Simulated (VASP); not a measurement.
# BaTiO3 (R3m) in VASP: further runs, part 2 of 2

VASP 6.6.1. Earlier steps stand in the parts before.

**4. Single point, r2SCAN**

This run uses another cell than the first one, of 13.87 Å³/atom, 1.052 times its volume.

POSCAR

```
BaTiO3
1.0
    2.9008408154      1.6747983215      2.3786346810
   -2.9008408154      1.6747983215      2.3786346810
    0.0000000000     -3.3495966430      2.3786346810
Ba Ti O
1 1 3
Direct
    0.0000000000      0.0000000000      0.0000000000
    0.4845000000      0.4845000000      0.4845000000
    0.5086000000      0.5086000000      0.0175000000
    0.0175000000      0.5086000000      0.5086000000
    0.5086000000      0.0175000000      0.5086000000
```

INCAR.step1

```
ALGO = Normal ; EDIFF = 1E-5
ENCUT = 660 ; GGA = PE
GGA_COMPAT = False ; ISMEAR = 0
LASPH = True ; LCHARG = False
LREAL = False ; LWAVE = True
NBANDS = 28 ; NELM = 120
PREC = Accurate ; SIGMA = 0.01
```

INCAR.step2

```
ALGO = Normal ; EDIFF = 1E-6
ENCUT = 660 ; GGA_COMPAT = False
ISIF = 2 ; ISMEAR = 0
ISTART = 1 ; LASPH = True
LCHARG = False ; LMIXTAU = True
LREAL = False ; LWAVE = False
METAGGA = R2SCAN ; NBANDS = 28
NELM = 120 ; PREC = Accurate
SIGMA = 0.01
```

KPOINTS

```
k-points
0
Gamma
  6 6 6
```

Potentials or basis: VASP PAW PBE potentials, release 64 (Ba_sv, Ti_sv, O).

Command:

```bash
$ cat potpaw_PBE.64/Ba_sv/POTCAR potpaw_PBE.64/Ti_sv/POTCAR potpaw_PBE.64/O/POTCAR > POTCAR
$ cp INCAR.step1 INCAR
$ mpirun -np 1 vasp_std > vasp.out
$ cp INCAR.step2 INCAR
$ mpirun -np 1 vasp_std > vasp.out
```

OUTCAR:

```text
EDIFF = 1E-6
   ENCUT = 660
   ISIF = 2
   ISMEAR = 0
   ISTART = 1
   LASPH = True
   LREAL = False
   METAGGA = R2SCAN
   NELM = 120
   PREC = Accurate

 ion  position               nearest neighbor table
   1  0.000  0.000  0.000-   3 2.86   4 2.86   5 2.86   4 2.90   5 2.90   5 2.90   4 2.90   3 2.90
                             3 2.90   3 2.96   4 2.96   5 2.96   2 3.46   2 3.52   2 3.52   2 3.52
   2  0.484  0.484  0.484-   3 1.92   4 1.92   5 1.92   3 2.19   4 2.19   5 2.19   1 3.46   1 3.52
                             1 3.52   1 3.52   1 3.59   1 3.59   1 3.59   1 3.68
   3  0.509  0.509  0.017-   2 1.92   2 2.19   1 2.86   1 2.90   1 2.90   1 2.96
   4  0.017  0.509  0.509-   2 1.92   2 2.19   1 2.86   1 2.90   1 2.90   1 2.96
   5  0.509  0.017  0.509-   2 1.92   2 2.19   1 2.86   1 2.90   1 2.90   1 2.96

  LATTYP: Found a trigonal (rhomboedric) cell.
 ALAT       =     4.1082514285
 COS(alpha) =     0.0028424988

  Lattice vectors:

 A1 = (   2.9008408154,   1.6747983215,   2.3786346810)
 A2 = (  -2.9008408154,   1.6747983215,   2.3786346810)
 A3 = (   0.0000000000,  -3.3495966430,   2.3786346810)

Analysis of symmetry for initial positions (statically):
=====================================================================
 Subroutine PRICEL returns:
 Original cell was already a primitive cell.

 Routine SETGRP: Setting up the symmetry group for a
 trigonal (rhombohedral) supercell.

 Subroutine GETGRP returns: Found  6 space group operations
 (whereof  6 operations were pure point group operations)
 out of a pool of 12 trial point group operations.

The static configuration has the point symmetry C_3v.

Analysis of symmetry for dynamics (positions and initial velocities):
=====================================================================
 Subroutine PRICEL returns:
 Original cell was already a primitive cell.

 Routine SETGRP: Setting up the symmetry group for a
[... 126 lines left out ...]
   EFERMI =   0.00;   METHOD = LEGACY
   ISMEAR =     0;   SIGMA  =   0.01  broadening in eV -4-tet -1-fermi 0-gaus
   EFERMI_NEDOS =   21; number of points for ismear=-14 and -15
   IALGO  =     38    algorithm
   IMIX   =      4    mixing-type and parameters
     AMIX     =   0.40;   BMIX     =  1.00
     AMIX_MAG =   1.60;   BMIX_MAG =  1.00
  volume/ion in A,a.u.               =      13.87        93.58
  Fermi-wavevector in a.u.,A,eV,Ry     =   1.362824  2.575363 25.269945  1.857289
  Thomas-Fermi vector in A             =   2.489280
   LORBIT       =      0    0 simple, 1 ext, 2 COOP (PROOUT), +10 PAW based schemes
   METAGGA = R2SCAN    functional components
   LHFCALC =     F    Hartree Fock is set to
   AEXX    =    0.0000 exact exchange contribution
   IVDW    =     0    specifies the selected vdW correction
   LEPSILON=     F    determine dielectric tensor
   LRPA    =     F    only Hartree local field effects (RPA)
 non-spin polarized calculation
 Gauss-broadening in eV      SIGMA  =   0.01
  energy-cutoff  :      660.00
  volume of cell :       69.34
 maximum number of plane-waves:      2685
 NGX is ok and might be reduce to    36
   NGX = 17   NGY = 17   NGZ = 17

 number of electron      40.0000007 magnetization

 Free energy of the ion-electron system (eV)
  ---------------------------------------------------
  ext. energy  EPLUGINS =         0.00000000
  ---------------------------------------------------
  free energy    TOTEN  =       -74.18820977 eV

  energy without entropy =      -74.18820977  energy(sigma->0) =      -74.18820977

 E-fermi :   2.9995     XC(G=0): -11.4599

 val. band max:        2.8935387013   @ k =   0.5000   0.5000   0.5000
 cond. band min:       5.4461999382   @ k =   0.0000   0.0000   0.0000
 fundamental gap:      2.5526612369
 Fermi energy:         2.9995243579

 k-point     1 :       0.0000    0.0000    0.0000
  band No.  band energies     occupation
      1     -55.9744      2.00000
      2     -31.1375      2.00000
      3     -31.1264      2.00000
      4     -31.1264      2.00000
      5     -22.7748      2.00000
      6     -14.7332      2.00000
[... 733 lines left out ...]
     27      11.2826      0.00000
     28      11.7404      0.00000

 [... further k-points ...]
[... 5 lines left out ...]
  --------------------------------------------------------------------------------------
  -------------------------------------------------------------------------------------
  Total       -3.8319728     -3.8319595     -3.5806819      0.0000000      0.0000000      0.0000000
  in kB      -88.5457222    -88.5454151    -82.7391218      0.0000000      0.0000000      0.0000000
  external PRESSURE =     -86.6100864 kB  Pullay stress =       0.0000000 kB

 VOLUME and BASIS-vectors are now :
 -----------------------------------------------------------------------------
  energy-cutoff  :      660.00
  volume of cell :       69.34
      direct lattice vectors                 reciprocal lattice vectors
     2.900840815  1.674798321  2.378634681     0.172363819  0.099514470  0.140136414
    -2.900840815  1.674798321  2.378634681    -0.172363819  0.099514470  0.140136414
     0.000000000 -3.349596643  2.378634681     0.000000000 -0.199028939  0.140136414

 POSITION                                       TOTAL-FORCE (eV/Angst)
 -----------------------------------------------------------------------------------
      0.00000      0.00000      0.00000         0.000000      0.000000     -0.140609
      0.00000      0.00000      3.45735         0.000000      0.000000     -0.524425
      0.00000      1.64499      2.46117         0.000000     -0.367972      0.221678
     -1.42460     -0.82249      2.46117         0.318674      0.183986      0.221678
      1.42460     -0.82249      2.46117        -0.318674      0.183986      0.221678
 -----------------------------------------------------------------------------------
    total drift:                                0.000000      0.000070     -0.006402

  FREE ENERGIE OF THE ION-ELECTRON SYSTEM (eV)
  ---------------------------------------------------
  free  energy   TOTEN  =       -74.1882097700 eV

  energy  without entropy=      -74.1882097700  energy(sigma->0) =      -74.18820977
```

OUTCAR.step1:

```text
EDIFF = 1E-5
   ENCUT = 660
   GGA = PE
   ISMEAR = 0
[... 980 lines left out ...]
      0.00000      0.00000      3.45735         0.000000      0.000000     -0.541234
      0.00000      1.64499      2.46117         0.000000     -0.316303      0.225969
     -1.42460     -0.82249      2.46117         0.273927      0.158151      0.225969
      1.42460     -0.82249      2.46117        -0.273927      0.158151      0.225969
 -----------------------------------------------------------------------------------
    total drift:                                0.000000      0.000067     -0.000803

  FREE ENERGIE OF THE ION-ELECTRON SYSTEM (eV)
  ---------------------------------------------------
  free  energy   TOTEN  =       -40.0203107262 eV

  energy  without entropy=      -40.0203107262  energy(sigma->0) =      -40.02031073
```

It took 1.8 min on 1 thread of Intel Xeon 6975P-C (Granite Rapids), shared host; peak memory 0.26 GiB.

What came out:

| Quantity | Value |
| --- | --- |
| Free energy | -74.1882 eV |
| Pressure | -8.7 GPa |
| Largest force | 0.524 eV/Å |
| Band gap on the k mesh | 2.55 eV, indirect (least direct gap 3.01 eV) |

Forces on the atoms (eV/Å):
```
Ba   0.000  0.000 -0.141
Ti   0.000  0.000 -0.524
O    0.000 -0.368  0.222
O    0.319  0.184  0.222
O   -0.319  0.184  0.222
```

Caveat: the PAW data sets were made with another functional, which shifts forces and pressure a little; spin-orbit coupling is left out, which moves the levels of the heavy elements.

**5. Summary**

| cell | gap on the mesh (eV) | pressure (GPa) | largest force (eV/Å) |
| --- | --- | --- | --- |
| a = 4.039 Å, angles 89.8°, 5 atoms | 2.70 | -1.0 | 0.13 |
| a = 4.074 Å, angles 89.8°, 5 atoms | 2.63 | -5.1 | 0.29 |
| a = 4.108 Å, angles 89.8°, 5 atoms | 2.55 | -8.7 | 0.52 |

Alike in all rows: task single point; level r2SCAN; potentials or basis VASP PAW PBE potentials, release 64 (Ba_sv, Ti_sv, O); no spin polarisation; k mesh 6 × 6 × 6; cutoff (eV) 660; smearing gaussian 0.01 eV.

Caveats: the PAW data sets were made with another functional, which shifts forces and pressure a little; spin-orbit coupling is left out, which moves the levels of the heavy elements.

Absolute energies hang on the potentials; compare differences alone.
